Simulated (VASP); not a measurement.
# KMgF3 (Pm-3m) in VASP: settings compared

KMgF3 is run at these levels: r2SCAN, r2SCAN+D3(BJ), r2SCAN+D4, r2SCAN+rVV10; tasks: single point, relaxation of cell and atoms.

All numbers are computed with VASP 6.6.1; they aren't measurements. Logs are shortened: lines on timing, memory, paths and dates and some standing lists are left out, and cuts for length are marked.

### Step 1. The cell of the first run

The structure is cubic, space group Pm-3m (No. 221). Conventional cell: a = 3.981 Å, b = 3.981 Å, c = 3.981 Å, α = 90.00°, β = 90.00°, γ = 90.00°. K (site symmetry m-3m) has 12 F at 2.81 Å and 8 Mg at 3.45 Å within 3.7 Å. Mg (site symmetry m-3m) has 6 F at 1.99 Å within 2.6 Å. F (site symmetry 4/mmm) has 2 Mg at 1.99 Å within 2.6 Å.

### Step 2. Single point, r2SCAN

The input, POSCAR:

```
KMgF3
1.0
    3.9808228008      0.0000000000      0.0000000000
    0.0000000000      3.9808228008      0.0000000000
    0.0000000000      0.0000000000      3.9808228008
K Mg F
1 1 3
Direct
    0.5000000000      0.5000000000      0.5000000000
    0.0000000000      0.0000000000      0.0000000000
    0.0000000000      0.0000000000      0.5000000000
    0.0000000000      0.5000000000      0.0000000000
    0.5000000000      0.0000000000      0.0000000000
```

The input, INCAR.step1:

```
PREC = Accurate ; ENCUT = 520
ISMEAR = -1 ; SIGMA = 0.05
LREAL = False ; LASPH = True
NELM = 80 ; NBANDS = 24
GGA = PE ; ALGO = Normal
EDIFF = 1E-4 ; LWAVE = True
LCHARG = False
```

The input, INCAR.step2:

```
PREC = Accurate ; ENCUT = 520
EDIFF = 1E-7 ; ISMEAR = -1
SIGMA = 0.05 ; LREAL = False
LASPH = True ; NELM = 80
ALGO = Normal ; ISIF = 2
LWAVE = False ; LCHARG = False
METAGGA = R2SCAN ; LMIXTAU = True
NBANDS = 24 ; ISTART = 1
```

The input, KPOINTS:

```
regular mesh
0
Gamma
  7 7 7
```

Potentials or basis: VASP PAW PBE potentials, release 64 (K_sv, Mg, F).

Launch:

```console
$ cat potpaw_PBE.64/K_sv/POTCAR potpaw_PBE.64/Mg/POTCAR potpaw_PBE.64/F/POTCAR > POTCAR
$ cp INCAR.step1 INCAR
$ mpirun -np 1 vasp_std > vasp.out
$ cp INCAR.step2 INCAR
$ mpirun -np 1 vasp_std > vasp.out
```

OUTCAR:

```text
PREC = Accurate
   ENCUT = 520
   EDIFF = 1E-7
   ISMEAR = -1
   LREAL = False
   LASPH = True
   NELM = 80
   ISIF = 2
   METAGGA = R2SCAN
   ISTART = 1

 ion  position               nearest neighbor table
   1  0.500  0.500  0.500-   3 2.81   4 2.81   5 2.81   4 2.81   5 2.81   3 2.81   5 2.81   5 2.81
                             3 2.81   4 2.81   4 2.81   3 2.81   2 3.45   2 3.45   2 3.45   2 3.45
   2  0.000  0.000  0.000-   3 1.99   4 1.99   5 1.99   3 1.99   4 1.99   5 1.99   1 3.45   1 3.45
                             1 3.45   1 3.45   1 3.45   1 3.45   1 3.45   1 3.45
   3  0.000  0.000  0.500-   2 1.99   2 1.99   1 2.81   1 2.81   1 2.81   1 2.81
   4  0.000  0.500  0.000-   2 1.99   2 1.99   1 2.81   1 2.81   1 2.81   1 2.81
   5  0.500  0.000  0.000-   2 1.99   2 1.99   1 2.81   1 2.81   1 2.81   1 2.81

  LATTYP: Found a simple cubic cell.
 ALAT       =     3.9808228008

  Lattice vectors:

 A1 = (   3.9808228008,   0.0000000000,   0.0000000000)
 A2 = (   0.0000000000,   3.9808228008,   0.0000000000)
 A3 = (   0.0000000000,   0.0000000000,   3.9808228008)

Analysis of symmetry for initial positions (statically):
=====================================================================
 Subroutine PRICEL returns:
 Original cell was already a primitive cell.

 Routine SETGRP: Setting up the symmetry group for a
 simple cubic supercell.

 Subroutine GETGRP returns: Found 48 space group operations
 (whereof 48 operations were pure point group operations)
 out of a pool of 48 trial point group operations.

The static configuration has the point symmetry O_h .

Analysis of symmetry for dynamics (positions and initial velocities):
=====================================================================
 Subroutine PRICEL returns:
 Original cell was already a primitive cell.

 Routine SETGRP: Setting up the symmetry group for a
 simple cubic supercell.

 Subroutine GETGRP returns: Found 48 space group operations
 (whereof 48 operations were pure point group operations)
 out of a pool of 48 trial point group operations.

The dynamic configuration has the point symmetry O_h .

 Subroutine INISYM returns: Found 48 space group operations
 (whereof 48 operations are pure point group operations),
 and found     1 'primitive' translations

----------------------------------------------------------------------------------------

                                     Primitive cell

  volume of cell :      63.0839

  direct lattice vectors                    reciprocal lattice vectors
     3.980822801  0.000000000  0.000000000     0.251204349  0.000000000  0.000000000
     0.000000000  3.980822801  0.000000000     0.000000000  0.251204349  0.000000000
     0.000000000  0.000000000  3.980822801     0.000000000  0.000000000  0.251204349

  length of vectors
     3.980822801  3.980822801  3.980822801     0.251204349  0.251204349  0.251204349

  position of ions in fractional coordinates (direct lattice)
     0.500000000  0.500000000  0.500000000
     0.000000000  0.000000000  0.000000000
     0.000000000  0.000000000  0.500000000
     0.000000000  0.500000000  0.000000000
     0.500000000  0.000000000  0.000000000

  ion indices of the primitive-cell ions
   primitive index   ion index
                 1           1
                 2           2
                 3           3
                 4           4
                 5           5

----------------------------------------------------------------------------------------

 KPOINTS: regular mesh

Automatic generation of k-mesh.
 Grid dimensions read from file:
 generate k-points for:    7    7    7

 Generating k-lattice:

  Cartesian coordinates                     Fractional coordinates (reciprocal lattice)
     0.035886336  0.000000000  0.000000000     0.142857143  0.000000000  0.000000000
     0.000000000  0.035886336  0.000000000     0.000000000  0.142857143  0.000000000
     0.000000000  0.000000000  0.035886336     0.000000000  0.000000000  0.142857143

  Length of vectors
     0.035886336  0.035886336  0.035886336

  Shift w.r.t. Gamma in fractional coordinates (k-lattice)
     0.000000000  0.000000000  0.000000000

 Subroutine IBZKPT returns following result:
 ===========================================

 Found     20 irreducible k-points:

 Following reciprocal coordinates:
            Coordinates               Weight
  0.000000  0.000000  0.000000      1.000000
  0.142857  0.000000  0.000000      6.000000
  0.285714  0.000000  0.000000      6.000000
  0.428571  0.000000  0.000000      6.000000
  0.142857  0.142857  0.000000     12.000000
  0.285714  0.142857  0.000000     24.000000
[... 12 lines left out ...]
  0.428571  0.428571  0.285714     24.000000
  0.428571  0.428571  0.428571      8.000000
   k-points           NKPTS =     20   k-points in BZ     NKDIM =     20   number of bands    NBANDS=     24
   number of dos      NEDOS =    301   number of ions     NIONS =      5
   total plane-waves  NPLWV =  27000
   dimension x,y,z NGX =    30 NGY =   30 NGZ =   30
   dimension x,y,z NGXF=    60 NGYF=   60 NGZF=   60
   ions per type =               1   1   3
   NGX,Y,Z   is equivalent  to a cutoff of  12.53, 12.53, 12.53 a.u.
   NGXF,Y,Z  is equivalent  to a cutoff of  25.06, 25.06, 25.06 a.u.
 SYSTEM =  unknown system
   PREC   = accura    normal or accurate (medium, high low for compatibility)
   ISTART =      1    job   : 0-new  1-cont  2-samecut
   ICHARG =      0    charge: 1-file 2-atom 10-const
   ISPIN  =      1    spin polarized calculation?
   LNONCOLLINEAR =      F non collinear calculations
   LSORBIT =      F    spin-orbit coupling
   LASPH  =      T    aspherical Exc in radial PAW
   ENCUT  =  520.0 eV  38.22 Ry    6.18 a.u.   7.40  7.40  7.40*2*pi/ulx,y,z
   NELM   =     80;   NELMIN=  2; NELMDL=  0     # of ELM steps
   EDIFF  = 0.1E-06   stopping-criterion for ELM
   LREAL  =      F    real-space projection
   EDIFFG = 0.1E-05   stopping-criterion for IOM
   NSW    =      0    number of steps for IOM
   IBRION =     -1    ionic relax: 0-MD 1-quasi-New 2-CG
   NFREE  =      0    steps in history (QN), initial steepest desc. (CG)
   ISIF   =      2    stress and relaxation
   ISYM   =      2    0-nonsym 1-usesym 2-fastsym
   POTIM  = 0.5000    time-step for ionic-motion
   TEBEG  =    0.0;   TEEND  =   0.0 temperature during run
   PSTRESS=    0.0 pullay stress
   NELECT =      32.0000    total number of electrons
   NUPDOWN=      -1.0000    fix difference up-down
   EMIN   =  10.00;   EMAX   =-10.00  energy-range for DOS
   EFERMI =   0.00;   METHOD = LEGACY
   ISMEAR =    -1;   SIGMA  =   0.05  broadening in eV -4-tet -1-fermi 0-gaus
   EFERMI_NEDOS =   21; number of points for ismear=-14 and -15
   IALGO  =     38    algorithm
   IMIX   =      4    mixing-type and parameters
     AMIX     =   0.40;   BMIX     =  1.00
     AMIX_MAG =   1.60;   BMIX_MAG =  1.00
  volume/ion in A,a.u.               =      12.62        85.14
  Fermi-wavevector in a.u.,A,eV,Ry     =   1.305626  2.467275 23.193282  1.704658
  Thomas-Fermi vector in A             =   2.436482
   LORBIT       =      0    0 simple, 1 ext, 2 COOP (PROOUT), +10 PAW based schemes
   METAGGA = R2SCAN    functional components
   LHFCALC =     F    Hartree Fock is set to
   AEXX    =    0.0000 exact exchange contribution
   IVDW    =     0    specifies the selected vdW correction
   LEPSILON=     F    determine dielectric tensor
   LRPA    =     F    only Hartree local field effects (RPA)
 non-spin polarized calculation
  energy-cutoff  :      520.00
  volume of cell :       63.08
 maximum number of plane-waves:      1743
 NGX is ok and might be reduce to    30
   NGX = 15   NGY = 15   NGZ = 15

 number of electron      31.9999959 magnetization

 Free energy of the ion-electron system (eV)
  ---------------------------------------------------
  ext. energy  EPLUGINS =         0.00000000
  ---------------------------------------------------
  free energy    TOTEN  =       -37.41560869 eV

  energy without entropy =      -37.41560869  energy(sigma->0) =      -37.41560869

 E-fermi :  -1.1058     XC(G=0): -10.2248

 val. band max:       -2.2310249957   @ k =   0.4286   0.4286   0.4286
 cond. band min:       6.0806008277   @ k =   0.0000   0.0000   0.0000
 fundamental gap:      8.3116258234
 Fermi energy:        -1.1058478679

 k-point     1 :       0.0000    0.0000    0.0000
  band No.  band energies     occupation
      1     -28.7892      2.00000
      2     -23.4482      2.00000
      3     -22.8130      2.00000
      4     -22.8130      2.00000
      5     -11.5165      2.00000
      6     -11.5165      2.00000
[... 16 lines left out ...]
     23      13.0826      0.00000
     24      16.0522      0.00000

 k-point     2 :       0.1429    0.0000    0.0000
  band No.  band energies     occupation
      1     -28.7837      2.00000
      2     -23.4264      2.00000
      3     -22.8393      2.00000
      4     -22.8110      2.00000
      5     -11.5137      2.00000
      6     -11.5061      2.00000
[... 16 lines left out ...]
     23      13.0769      0.00000
     24      15.9182      0.00000

 k-point     3 :       0.2857    0.0000    0.0000
  band No.  band energies     occupation
      1     -28.7712      2.00000
      2     -23.3692      2.00000
      3     -22.9072      2.00000
      4     -22.8074      2.00000
      5     -11.5077      2.00000
      6     -11.4827      2.00000
[... 16 lines left out ...]
     23      12.9532      0.00000
     24      15.5947      0.00000
[... 406 lines left out ...]
 k-point    19 :       0.4286    0.4286    0.2857
  band No.  band energies     occupation
      1     -28.7325      2.00000
      2     -23.0605      2.00000
      3     -22.9887      2.00000
      4     -22.9633      2.00000
      5     -11.6499      2.00000
      6     -11.6452      2.00000
[... 16 lines left out ...]
     23      13.8715      0.00000
     24      13.8805      0.00000

 k-point    20 :       0.4286    0.4286    0.4286
  band No.  band energies     occupation
      1     -28.7277      2.00000
      2     -23.0193      2.00000
      3     -22.9823      2.00000
      4     -22.9823      2.00000
      5     -11.6845      2.00000
      6     -11.6845      2.00000
[... 16 lines left out ...]
     23      14.2494      0.00000
     24      14.4194      0.00000

------------------------ aborting loop because EDIFF is reached ----------------------------------------

  FORCE on cell =-STRESS in cart. coord.  units (eV):
  Direction    XX          YY          ZZ          XY          YZ          ZX
  --------------------------------------------------------------------------------------
  -------------------------------------------------------------------------------------
  Total       -0.2441929     -0.2441929     -0.2441929      0.0000000      0.0000000     -0.0000000
  in kB       -6.2019053     -6.2019053     -6.2019053      0.0000000      0.0000000     -0.0000000
  external PRESSURE =      -6.2019053 kB  Pullay stress =       0.0000000 kB

 VOLUME and BASIS-vectors are now :
 -----------------------------------------------------------------------------
  energy-cutoff  :      520.00
  volume of cell :       63.08
      direct lattice vectors                 reciprocal lattice vectors
     3.980822801  0.000000000  0.000000000     0.251204349  0.000000000  0.000000000
     0.000000000  3.980822801  0.000000000     0.000000000  0.251204349  0.000000000
     0.000000000  0.000000000  3.980822801     0.000000000  0.000000000  0.251204349

 POSITION                                       TOTAL-FORCE (eV/Angst)
 -----------------------------------------------------------------------------------
      1.99041      1.99041      1.99041         0.000000      0.000000      0.000000
      0.00000      0.00000      0.00000         0.000000      0.000000      0.000000
      0.00000      0.00000      1.99041         0.000000      0.000000      0.000000
      0.00000      1.99041      0.00000         0.000000      0.000000      0.000000
      1.99041      0.00000      0.00000         0.000000      0.000000      0.000000
 -----------------------------------------------------------------------------------
    total drift:                                0.000000     -0.000000      0.000000

  FREE ENERGIE OF THE ION-ELECTRON SYSTEM (eV)
  ---------------------------------------------------
  free  energy   TOTEN  =       -37.4156086885 eV

  energy  without entropy=      -37.4156086885  energy(sigma->0) =      -37.41560869
```

Run time: 3.6 min. Hardware: 1 thread of Intel Xeon 8259CL, shared host; peak memory 0.19 GiB.

Results:

- Free energy: -37.4156 eV
- Pressure: -0.6 GPa
- Band gap on the k mesh: 8.31 eV (least direct gap 8.60 eV)

Caveat: the PAW data sets were made with another functional, which shifts forces and pressure a little; an odd mesh through Γ misses points on the zone boundary, where band edges can lie. r2SCAN opens gaps a little over a GGA but as a rule still falls short of measured ones.

### Step 3. Single point, r2SCAN+D3(BJ)

This run uses another cell than the first one, of 12.67 Å³/atom.

Edit POSCAR of step 2 so:

```diff
@@ -2,5 +2,5 @@
 1.0
-    3.9808228008      0.0000000000      0.0000000000
-    0.0000000000      3.9808228008      0.0000000000
-    0.0000000000      0.0000000000      3.9808228008
+    3.9859000000      0.0000000000      0.0000000000
+    0.0000000000      3.9859000000      0.0000000000
+    0.0000000000      0.0000000000      3.9859000000
 K Mg F
```

The input, INCAR.step1:

```
  PREC = Accurate
  ENCUT = 520
  ISMEAR = -1
  SIGMA = 0.05
  LREAL = False
  LASPH = True
  NELM = 60
  NBANDS = 24
  GGA = PE
  ALGO = Normal
  EDIFF = 1E-4
  LWAVE = True
  LCHARG = False
```

The input, INCAR.step2:

```
  PREC = Accurate
  ENCUT = 520
  EDIFF = 1E-7
  ISMEAR = -1
  SIGMA = 0.05
  LREAL = False
  LASPH = True
  NELM = 60
  ALGO = Normal
  ISIF = 2
  LWAVE = False
  LCHARG = False
  METAGGA = R2SCAN
  LMIXTAU = True
  IVDW = 12
  VDW_S6 = 1.0
  VDW_S8 = 0.78981345
  VDW_A1 = 0.49484001
  VDW_A2 = 5.73083694
  NBANDS = 24
  ISTART = 1
```

The input, KPOINTS:

```
Automatic mesh
0
Gamma
  7 7 7
```

Potentials or basis: VASP PAW PBE potentials, release 64 (K_sv, Mg, F).

Launch:

```console
$ cat potpaw_PBE.64/K_sv/POTCAR potpaw_PBE.64/Mg/POTCAR potpaw_PBE.64/F/POTCAR > POTCAR
$ cp INCAR.step1 INCAR
$ mpirun -np 1 vasp_std > vasp.out
$ cp INCAR.step2 INCAR
$ mpirun -np 1 vasp_std > vasp.out
```

Run time: 3.5 min. Hardware: 1 thread of Intel Xeon 8259CL, shared host; peak memory 0.19 GiB.

It converged, with:

```yaml
Free_energy: -37.8083 eV
Pressure: -2.0 GPa
Band_gap_on_the_k_mesh: 8.28 eV (least direct gap 8.57 eV)
Dispersion_energy_per_atom: -0.079 eV
```

Levels at points of the mesh, in eV from the valence-band top:
```
           k point  band 13  band 14  band 15  band 16  band 17  band 18  band 19  band 20
(0.00, 0.00, 0.00)    -0.60    -0.29    -0.29    -0.29     8.28    10.87    10.87    13.20
```

Caveat: three body term missing; the PAW data sets were made with another functional, which shifts forces and pressure a little; an odd mesh through Γ misses points on the zone boundary, where band edges can lie.

[end of part 1 of 3]
